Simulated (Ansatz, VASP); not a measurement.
## Ta4Rh: VASP beside Ansatz

INCAR

```
SYSTEM = Ta4Rh
PREC     = Accurate       ! precision mode
ENCUT    = 520            ! plane-wave cutoff, eV
EDIFF    = 1E-7           ! SCF threshold, eV
ISMEAR   = 0              ! smearing method
SIGMA    = 0.1            ! smearing width, eV
LREAL    = .False.        ! projectors in reciprocal space
LASPH    = .True.         ! aspherical terms in the spheres
NELM     = 100            ! most SCF steps
ALGO     = Normal         ! electronic algorithm
ISIF     = 2              ! what is computed and relaxed
LWAVE    = .False.        ! write WAVECAR
LCHARG   = .False.        ! write CHGCAR
GGA      = PE             ! functional
NBANDS   = 38             ! bands
```

Contents of KPOINTS:

```
regular mesh
0
Gamma
  6 6 2
  0 0 0
```

Contents of POSCAR:

```
Ta4Rh
1.0
    2.9593220600      0.0000000000      0.0000000000
   -1.4796610300      2.5628480900      0.0000000000
    0.0000000000      0.0000000000      9.5156450000
Ta Rh
4 1
Direct
    0.3333333300      0.6666666700      0.8658552800
    0.3333333300      0.6666666700      0.3767953500
    0.6666666700      0.3333333300      0.1341447200
    0.6666666700      0.3333333300      0.6232046500
    0.0000000000      0.0000000000      0.0000000000
```

Input for Ansatz:

```yaml
crystal:
  lattice:
    - [2.95932206, 0.0, 0.0]
    - [-1.47966103, 2.56284809, 0.0]
    - [0.0, 0.0, 9.515645]
  atoms:
    - { symbol: Ta, position: [0.33333333, 0.66666667, 0.86585528] }
    - { symbol: Ta, position: [0.33333333, 0.66666667, 0.37679535] }
    - { symbol: Ta, position: [0.66666667, 0.33333333, 0.13414472] }
    - { symbol: Ta, position: [0.66666667, 0.33333333, 0.62320465] }
    - { symbol: Rh, position: [0.0, 0.0, 0.0] }
basis:
  ecutwfc: 420
kpoints:
  mp_grid: { grid: [6, 6, 2] }
hamiltonian:
  xc: pbe
scf:
  occupations: { method: gaussian, width: 0.1 }
  lower_state_search: "off"
output:
  forces: true
  stress: true
  eigenvalues: true
```

Change from the starting cell: species swapped into the Co4H type (P-3m1, No. 164).

Alike in both runs: task single point; functional PBE; k mesh 6 × 6 × 2; occupations gaussian, width 0.1 eV; no spin polarisation.

|  | VASP | Ansatz |
| --- | --- | --- |
| version | VASP 6.6.1 | Ansatz 0.2.0 |
| potentials or method | VASP PAW PBE potentials, release 64 (Ta_pv, Rh_pv), cutoff 520 eV | scalar-relativistic, plane waves, PAW |
| valence electrons in the cell | 59 | 69 |

VASP gave:

```
gap on the k mesh at the Fermi level (eV) : none
rms of the force components (eV/Å)        : 6.974
```

Estimate Ansatz's values.

gap on the k mesh at the Fermi level (eV): none; rms of the force components (eV/Å): 6.870.

Atom by atom the forces differ by 0.104 eV/Å (rms over components). A gap of «none» marks a metal or a gap that the smearing closes. VASP's potentials hold 59 valence electrons a cell and Ansatz's 69, so a difference there can come from the potentials and not from the codes.

The k mesh is coarse, so the values compare programs but aren't converged. Spin-orbit coupling is off throughout.
